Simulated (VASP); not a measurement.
# WC (P-6m2) in VASP: notebook, part 4 of 4

VASP 6.6.1.

## 6. Electric field gradients, PBEsol (volume scaled by 1.03)

INCAR reads:

```
PREC = Accurate
ENCUT = 520
EDIFF = 1E-8
ISMEAR = -1
SIGMA = 0.05
LREAL = F
LASPH = T
NELM = 60
ALGO = Normal
ISIF = 2
LWAVE = F
LCHARG = F
GGA = PS
LEFG = T
NBANDS = 16
```

KPOINTS reads:

```
Automatic mesh
0
Gamma
  13 13 12
```

POSCAR reads:

```
WC
1.0
    2.9292211398      0.0000000000      0.0000000000
   -1.4646105699      2.5367799204      0.0000000000
    0.0000000000      0.0000000000      2.8570117227
W C
1 1
Direct
    0.0000000000      0.0000000000      0.0000000000
    0.6666666667      0.3333333333      0.5000000000
```

Potentials or basis: VASP PAW PBE potentials, release 64 (W_sv, C).

Command:

```sh
$ cat potpaw_PBE.64/W_sv/POTCAR potpaw_PBE.64/C/POTCAR > POTCAR
$ mpirun -np 1 vasp_std > vasp.out
```

OUTCAR:

```text
PREC = Accurate
   ENCUT = 520
   EDIFF = 1E-8
   ISMEAR = -1
   LREAL = F
   LASPH = T
   NELM = 60
   ISIF = 2
   GGA = PS

 ion  position               nearest neighbor table
   1  0.000  0.000  0.000-   2 2.21   2 2.21   2 2.21   2 2.21   2 2.21   2 2.21
   2  0.667  0.333  0.500-   1 2.21   1 2.21   1 2.21   1 2.21   1 2.21   1 2.21

  LATTYP: Found a hexagonal cell.
 ALAT       =     2.9292211398
 C/A-ratio  =     0.9753485948

  Lattice vectors:

 A1 = (   2.9292211398,   0.0000000000,   0.0000000000)
 A2 = (  -1.4646105699,   2.5367799204,   0.0000000000)
 A3 = (   0.0000000000,   0.0000000000,   2.8570117227)

Analysis of symmetry for initial positions (statically):
=====================================================================
 Subroutine PRICEL returns:
 Original cell was already a primitive cell.

 Routine SETGRP: Setting up the symmetry group for a
 hexagonal supercell.

 Subroutine GETGRP returns: Found 12 space group operations
 (whereof 12 operations were pure point group operations)
 out of a pool of 24 trial point group operations.

The static configuration has the point symmetry D_3h.

Analysis of symmetry for dynamics (positions and initial velocities):
=====================================================================
 Subroutine PRICEL returns:
 Original cell was already a primitive cell.

 Routine SETGRP: Setting up the symmetry group for a
 hexagonal supercell.

 Subroutine GETGRP returns: Found 12 space group operations
 (whereof 12 operations were pure point group operations)
 out of a pool of 24 trial point group operations.

The dynamic configuration has the point symmetry D_3h.

 Subroutine INISYM returns: Found 12 space group operations
 (whereof 12 operations are pure point group operations),
 and found     1 'primitive' translations

----------------------------------------------------------------------------------------

                                     Primitive cell

  volume of cell :      21.2299

  direct lattice vectors                    reciprocal lattice vectors
     2.929221140  0.000000000  0.000000000     0.341387677  0.197100267  0.000000000
    -1.464610570  2.536779920  0.000000000     0.000000000  0.394200534  0.000000000
     0.000000000  0.000000000  2.857011723     0.000000000  0.000000000  0.350016065

  length of vectors
     2.929221140  2.929221140  2.857011723     0.394200534  0.394200534  0.350016065

  position of ions in fractional coordinates (direct lattice)
     0.000000000  0.000000000  0.000000000
     0.666666667  0.333333333  0.500000000

  ion indices of the primitive-cell ions
   primitive index   ion index
                 1           1
                 2           2

----------------------------------------------------------------------------------------

 KPOINTS: Automatic mesh

Automatic generation of k-mesh.
 Grid dimensions read from file:
 generate k-points for:   13   13   12

 Generating k-lattice:
[... 63 lines left out ...]
   LREAL  =      F    real-space projection
   EDIFFG = 0.1E-06   stopping-criterion for IOM
   NSW    =      0    number of steps for IOM
   IBRION =     -1    ionic relax: 0-MD 1-quasi-New 2-CG
   NFREE  =      0    steps in history (QN), initial steepest desc. (CG)
   ISIF   =      2    stress and relaxation
   ISYM   =      2    0-nonsym 1-usesym 2-fastsym
   POTIM  = 0.5000    time-step for ionic-motion
   TEBEG  =    0.0;   TEEND  =   0.0 temperature during run
   PSTRESS=    0.0 pullay stress
   NELECT =      18.0000    total number of electrons
   NUPDOWN=      -1.0000    fix difference up-down
   EMIN   =  10.00;   EMAX   =-10.00  energy-range for DOS
   EFERMI =   0.00;   METHOD = LEGACY
   ISMEAR =    -1;   SIGMA  =   0.05  broadening in eV -4-tet -1-fermi 0-gaus
   EFERMI_NEDOS =   21; number of points for ismear=-14 and -15
   IALGO  =     38    algorithm
   IMIX   =      4    mixing-type and parameters
     AMIX     =   0.40;   BMIX     =  1.00
     AMIX_MAG =   1.60;   BMIX_MAG =  1.00
  volume/ion in A,a.u.               =      10.61        71.63
  Fermi-wavevector in a.u.,A,eV,Ry     =   1.549471  2.928075 32.665672  2.400859
  Thomas-Fermi vector in A             =   2.654273
   LORBIT       =      0    0 simple, 1 ext, 2 COOP (PROOUT), +10 PAW based schemes
   GGA     = PS    functional components
   LHFCALC =     F    Hartree Fock is set to
   AEXX    =    0.0000 exact exchange contribution
   IVDW    =     0    specifies the selected vdW correction
   LEPSILON=     F    determine dielectric tensor
   LRPA    =     F    only Hartree local field effects (RPA)
 non-spin polarized calculation
  energy-cutoff  :      520.00
  volume of cell :       21.23
 maximum number of plane-waves:       599
 NGX is ok and might be reduce to    24
   NGX = 11   NGY = 11   NGZ = 11

 number of electron      18.0000000 magnetization

 Free energy of the ion-electron system (eV)
  ---------------------------------------------------
  ext. energy  EPLUGINS =         0.00000000
  ---------------------------------------------------
  free energy    TOTEN  =       -23.88116241 eV

  energy without entropy =      -23.87823629  energy(sigma->0) =      -23.87969935

 E-fermi :  10.6107     XC(G=0): -13.8022

 val. band max:       10.5640065367   @ k =   0.3077   0.2308   0.0000
 cond. band min:      10.6162304384   @ k =   0.4615   0.0000   0.4167
 fundamental gap:      0.0522239017
 Fermi energy:        10.6106652986

 k-point     1 :       0.0000    0.0000    0.0000
  band No.  band energies     occupation
      1     -63.3739      2.00000
      2     -27.3578      2.00000
      3     -27.2652      2.00000
      4     -27.2652      2.00000
      5      -3.6433      2.00000
      6       6.4095      2.00000
[... 433 lines left out ...]
      3     -27.3827      2.00000
      4     -27.2997      2.00000
      5      -2.9070      2.00000
      6       6.2143      2.00000
[... 8 lines left out ...]
     15      24.0144      0.00000
     16      28.2252      0.00000

 [... further k-points ...]
[... 5 lines left out ...]
  --------------------------------------------------------------------------------------
  -------------------------------------------------------------------------------------
  Total       -1.3732022     -1.3732022     -1.6138173      0.0000000      0.0000000      0.0000000
  in kB     -103.6330055   -103.6330055   -121.7917812      0.0000000      0.0000000      0.0000000
  external PRESSURE =    -109.6859308 kB  Pullay stress =       0.0000000 kB

 VOLUME and BASIS-vectors are now :
 -----------------------------------------------------------------------------
  energy-cutoff  :      520.00
  volume of cell :       21.23
      direct lattice vectors                 reciprocal lattice vectors
     2.929221140  0.000000000  0.000000000     0.341387677  0.197100267  0.000000000
    -1.464610570  2.536779920  0.000000000     0.000000000  0.394200534  0.000000000
     0.000000000  0.000000000  2.857011723     0.000000000  0.000000000  0.350016065

 POSITION                                       TOTAL-FORCE (eV/Angst)
 -----------------------------------------------------------------------------------
      0.00000      0.00000      0.00000         0.000000     -0.000000      0.000000
      1.46461      0.84559      1.42851        -0.000000      0.000000      0.000000
 -----------------------------------------------------------------------------------
    total drift:                               -0.000000      0.000000      0.000000

  FREE ENERGIE OF THE ION-ELECTRON SYSTEM (eV)
  ---------------------------------------------------
  free  energy   TOTEN  =       -23.8811624067 eV

  energy  without entropy=      -23.8782362900  energy(sigma->0) =      -23.87969935

 Electric field gradients (V/A^2)
---------------------------------------------------------------------
 ion       V_xx      V_yy      V_zz      V_xy      V_xz      V_yz
---------------------------------------------------------------------
   1      67.704    67.705  -135.409     0.000     0.000     0.000
   2      -0.008    -0.008     0.016     0.000    -0.000    -0.000
---------------------------------------------------------------------

 Electric field gradients after diagonalization (V/A^2)
 (convention: |V_zz| > |V_xx| > |V_yy|)
----------------------------------------------------------------------
 ion       V_xx      V_yy      V_zz     asymmetry (V_yy - V_xx)/ V_zz
----------------------------------------------------------------------
   1      67.705    67.704  -135.409       0.000
   2      -0.008    -0.008     0.016       0.056
----------------------------------------------------------------------

           NMR quadrupolar parameters

 Cq : quadrupolar parameter    Cq=e*Q*V_zz/h
 eta: asymmetry parameters     (V_yy - V_xx)/ V_zz
 Q  : nuclear electric quadrupole moment in mb (millibarn)
----------------------------------------------------------------------
 ion       Cq(MHz)       eta       Q (mb)
----------------------------------------------------------------------
   1      -0.327       0.000       1.000
   2       0.000       0.056       1.000
----------------------------------------------------------------------
```

OSZICAR:

```text
N       E                     dE             d eps       ncg     rms          rms(c)
DAV:   1     0.108666709325E+03    0.10867E+03   -0.93791E+03  4736   0.125E+03
DAV:   2    -0.235445177716E+02   -0.13221E+03   -0.12764E+03  5544   0.336E+02
DAV:   3    -0.267814638629E+02   -0.32369E+01   -0.32241E+01  5272   0.498E+01
DAV:   4    -0.267989165026E+02   -0.17453E-01   -0.17452E-01  6072   0.411E+00
DAV:   5    -0.267990468060E+02   -0.13030E-03   -0.13030E-03  5264   0.338E-01    0.316E+01
DAV:   6    -0.239928457198E+02    0.28062E+01   -0.54354E+00  5760   0.250E+01    0.842E+00
DAV:   7    -0.239159600631E+02    0.76886E-01   -0.39618E-01  5064   0.484E+00    0.598E+00
DAV:   8    -0.238822633264E+02    0.33697E-01   -0.74201E-02  5352   0.222E+00    0.881E-01
DAV:   9    -0.238813462228E+02    0.91710E-03   -0.27770E-03  5200   0.428E-01    0.124E-01
DAV:  10    -0.238811624290E+02    0.18379E-03   -0.30112E-04  5936   0.205E-01    0.440E-02
DAV:  11    -0.238811631097E+02   -0.68078E-06   -0.12220E-05  5136   0.334E-02    0.829E-03
DAV:  12    -0.238811624652E+02    0.64455E-06   -0.20975E-06  5288   0.117E-02    0.833E-04
DAV:  13    -0.238811624262E+02    0.39034E-07   -0.99453E-08  5472   0.264E-03    0.307E-04
DAV:  14    -0.238811624079E+02    0.18231E-07   -0.16414E-09  3280   0.390E-04    0.380E-05
DAV:  15    -0.238811624067E+02    0.11946E-08   -0.11937E-10  2576   0.116E-04
   1 F= -.23881162E+02 E0= -.23879699E+02  d E =-.292612E-02
```

It took 17 s on 1 thread of Intel Xeon 6975P-C (Granite Rapids), shared host; peak memory 0.17 GiB.

What came out:

```yaml
Free_energy: -23.8812 eV
Pressure: -11.0 GPa
Band_gap_on_the_k_mesh: zero (band 9 reaches 11.27 eV, above the bottom of band 10 at 10.04 eV)
```

Electric field gradients, principal values (V/Å²):
| atom | least | middle | greatest (by size) |
| --- | --- | --- | --- |
| 1 W | 67.704 | 67.705 | -135.409 |
| 2 C | -0.008 | -0.008 | 0.016 |

Caveat: without QUAD_EFG the Cq values of the log hold for a quadrupole moment of 1 mb, not for the nuclei; the PAW data sets were made with another functional, which shifts forces and pressure a little; spin-orbit coupling is left out, which moves the levels of the heavy elements.

## 7. Summary

```csv
cell,gap on the mesh (eV),pressure (GPa)
"a = 2.842, b = 2.842, c = 2.772 Å, angles 90.0, 90.0, 120.0°, 2 atoms",none,29.3
"a = 2.871, b = 2.871, c = 2.800 Å, angles 90.0, 90.0, 120.0°, 2 atoms",none,13.9
"a = 2.901, b = 2.901, c = 2.829 Å, angles 90.0, 90.0, 120.0°, 2 atoms",none,0.5
"a = 2.929, b = 2.929, c = 2.857 Å, angles 90.0, 90.0, 120.0°, 2 atoms",none,-11.0
```

Alike in all rows: task electric field gradients; level PBEsol; potentials or basis VASP PAW PBE potentials, release 64 (W_sv, C); no spin polarisation; k mesh 13 × 13 × 12; cutoff (eV) 520; smearing fermi-dirac 0.05 eV.

Caveats: the PAW data sets were made with another functional, which shifts forces and pressure a little; spin-orbit coupling is left out, which moves the levels of the heavy elements.

Total energies depend on the potentials used, so only differences within one code and one set of settings carry meaning.
